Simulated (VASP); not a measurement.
Input of a VASP 6.6.1 run:

POSCAR

```
W
1.0
    0.0000000000      0.0000000000      3.2661851600
    3.2661851600      0.0000000000      0.0000000000
    0.0000000000      3.2661851600      0.0000000000
W
2
Direct
    0.0000000000      0.0000000000      0.0000000000
    0.5000000000      0.5000000000      0.5000000000
```

Contents of INCAR.step1:

```
PREC     = Accurate       # precision mode
ENCUT    = 550            # plane-wave cutoff, eV
ISMEAR   = -1             # smearing method
SIGMA    = 0.1            # smearing width, eV
LREAL    = F              # projectors in reciprocal space
LASPH    = T              # aspherical terms in the spheres
NELM     = 120            # most SCF steps
NBANDS   = 21             # bands
GGA      = PE             # functional
ALGO     = Normal         # electronic algorithm
EDIFF    = 1E-5           # SCF threshold, eV
LWAVE    = T              # write WAVECAR
LCHARG   = F              # write CHGCAR
GGA_COMPAT= F
```

The input INCAR.step2:

```
PREC     = Accurate       # precision mode
ENCUT    = 550            # plane-wave cutoff, eV
EDIFF    = 1E-6           # SCF threshold, eV
ISMEAR   = -1             # smearing method
SIGMA    = 0.1            # smearing width, eV
LREAL    = F              # projectors in reciprocal space
LASPH    = T              # aspherical terms in the spheres
NELM     = 120            # most SCF steps
ALGO     = Normal         # electronic algorithm
ISIF     = 2              # what is computed and relaxed
LWAVE    = F              # write WAVECAR
LCHARG   = F              # write CHGCAR
METAGGA  = R2SCAN         # meta-GGA
LMIXTAU  = T            
NBANDS   = 21             # bands
ISTART   = 1            
GGA_COMPAT= F
```

File KPOINTS:

```
regular mesh
0
Gamma
  6 6 6
```

Potentials or basis: VASP PAW PBE potentials, release 64 (W_sv).

Run with:

```bash
$ cat potpaw_PBE.64/W_sv/POTCAR > POTCAR
$ cp INCAR.step1 INCAR
$ mpirun -np 1 vasp_std > vasp.out
$ cp INCAR.step2 INCAR
$ mpirun -np 1 vasp_std > vasp.out
```

Question: What does it give for the band gap on the k mesh?

Answer: Zero (bands 14 and 15 overlap by 0.77 eV).

Question: What does it give for the pressure?

Answer: -23.7 GPa.

Caveat: the cell stands under tension; the PAW data sets were made with another functional, which shifts forces and pressure a little; spin-orbit coupling is left out, which moves the levels of the heavy elements.
